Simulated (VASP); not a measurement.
Set up this calculation in VASP 6.6.1, as the native input.

```
Task                   : relaxation of cell and atoms
Functional             : PBE
Potentials or basis    : VASP PAW PBE potentials, release 64 (Al, In_d, N)
Cutoff                 : 600 eV
k mesh                 : 8 × 8 × 4
Occupations            : gaussian, width 0.02 eV
Spin                   : no spin polarisation
Dipole correction      : no
Further INCAR settings : ALGO = Normal; EDIFF = 1e-06; IBRION = 2; EDIFFG = -0.01; NSW = 100; ISIF = 3
```

The structure of Al3InN4 lies in POSCAR:

```
Al3InN4
1.0
    3.2240924057      0.0000000000      0.0000000000
    0.0000000000      3.2240924057      0.0000000000
    0.0000000000      0.0000000000      9.1370037891
Al In N
3 1 4
Direct
    0.0000000000      0.0000000000      0.7315807374
    0.0000000000      0.0000000000      0.2684192626
    0.5000000000      0.5000000000      0.5000000000
    0.5000000000      0.5000000000      0.0000000000
    0.5000000000      0.0000000000      0.8445200264
    0.0000000000      0.5000000000      0.1554799736
    0.5000000000      0.0000000000      0.3843499150
    0.0000000000      0.5000000000      0.6156500850
```

One way to write it, as run:

INCAR

```
ALGO = Normal
EDIFF = 1E-6
EDIFFG = -0.01
ENCUT = 600
GGA = PE
IBRION = 2
ISIF = 3
ISMEAR = 0
LASPH = T
LCHARG = F
LREAL = F
LWAVE = F
NELM = 80
NSW = 100
PREC = Accurate
SIGMA = 0.02
```

KPOINTS

```
k-points
0
Gamma
  8 8 4
```

Potentials or basis: VASP PAW PBE potentials, release 64 (Al, In_d, N).

Launch:

```sh
$ cat potpaw_PBE.64/Al/POTCAR potpaw_PBE.64/In_d/POTCAR potpaw_PBE.64/N/POTCAR > POTCAR
$ mpirun -np 1 vasp_std > vasp.out
```

It gave:

```yaml
Relaxed_volume: 11.83 Å³/atom
Relaxed_cell: a = 3.220 Å, b = 3.220 Å, c = 9.132 Å, α = 90.00°, β = 90.00°, γ = 90.00°
Space_group_after_relaxing_to_0.1_Å: P-4m2 (No. 115)
Energy_gained_by_relaxing: 0.1 meV/atom
Ionic_steps: 4
Pressure_after_relaxing: 0.0 GPa
Largest_force_after_relaxing: 0.006 eV/Å
Band_gap_on_the_k_mesh: 1.95 eV
```

Caveat: spin-orbit coupling is left out, which moves the levels of the heavy elements.

Wall time 3.7 min on 1 thread of Intel(R) Xeon(R) Platinum 8488C (Sapphire Rapids) (shared host), peak memory 0.33 GiB.
